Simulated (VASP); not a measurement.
Set up this calculation in VASP 6.6.1, as the native input.

- Task: single point
- Functional: PBE
- Potentials or basis: VASP PAW PBE potentials, release 64 (Si, As)
- Cutoff: 520 eV
- k mesh: 3 × 3 × 4
- Occupations: gaussian, width 0.1 eV
- Spin: no spin polarisation
- Dipole correction: no
- Further INCAR settings: ALGO = Normal; EDIFF = 1e-06; NBANDS = 24

The structure of SiAs5 lies in POSCAR:

```
SiAs5
1.0
    5.0773544717      0.0000000000      0.0000000000
   -2.5386772358      4.3971179565      0.0000000000
    0.0000000000      0.0000000000      5.2511315943
Si As
1 5
Direct
    0.0000000000      0.0000000000      0.5000000000
    0.7116919189      0.0000000000      0.0000000000
    0.0000000000      0.7116919189      0.0000000000
    0.2883080811      0.2883080811      0.0000000000
    0.3333333333      0.6666666667      0.5000000000
    0.6666666667      0.3333333333      0.5000000000
```

One way to write it, as run:

INCAR

```
ALGO     = Normal         # electronic algorithm
EDIFF    = 1E-6           # SCF threshold, eV
ENCUT    = 520            # plane-wave cutoff, eV
GGA      = PE             # functional
ISIF     = 2              # what is computed and relaxed
ISMEAR   = 0              # smearing method
LASPH    = True           # aspherical terms in the spheres
LCHARG   = False          # write CHGCAR
LREAL    = False          # projectors in reciprocal space
LWAVE    = False          # write WAVECAR
NBANDS   = 24             # bands
NELM     = 60             # most SCF steps
PREC     = Accurate       # precision mode
SIGMA    = 0.1            # smearing width, eV
```

KPOINTS

```
k-points
0
Gamma
  3 3 4
```

Potentials or basis: VASP PAW PBE potentials, release 64 (Si, As).

Command:

```console
$ cat potpaw_PBE.64/Si/POTCAR potpaw_PBE.64/As/POTCAR > POTCAR
$ mpirun -np 1 vasp_std > vasp.out
```

Results of the run:

```json
{
  "Pressure": "0.1 GPa",
  "Largest force": "0.055 eV/Å"
}
```

Caveat: the k points lie up to 0.48 Å⁻¹ apart.

It took 15 s on 1 thread of AMD EPYC 9R45 96-Core Processor (Zen 5) (shared host), peak memory 0.2 GiB.
